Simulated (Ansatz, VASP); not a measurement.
## One calculation of LiBr, two programs

```
Li Br
1.0
     0.00000    2.77373    2.77373
     2.77373    0.00000    2.77373
     2.77373    2.77373    0.00000
Li Br
1 1
Direct
  0.00000 0.00000 0.00000
  0.50000 0.50000 0.50000
```

Alike in both runs: task single point; functional PBE; k mesh 10 × 10 × 10; occupations gaussian, width 0.05 eV; no spin polarisation.

|  | VASP | Ansatz |
| --- | --- | --- |
| version | VASP 6.6.1 | Ansatz 0.2.0 |
| potentials or method | VASP PAW PBE potentials, release 64 (Li_sv, Br), cutoff 750 eV | scalar-relativistic, plane waves, PAW |
| valence electrons in the cell | 10 | 10 |

|  | VASP | Ansatz | Ansatz less VASP |
| --- | --- | --- | --- |
| gap on the k mesh at the Fermi level (eV) | 4.83 | 4.83 | -0.004 |
| least direct gap on the mesh (eV) | 4.84 | 4.83 | -0.004 |
| pressure (GPa) | -0.5 | -0.5 | +0.05 |
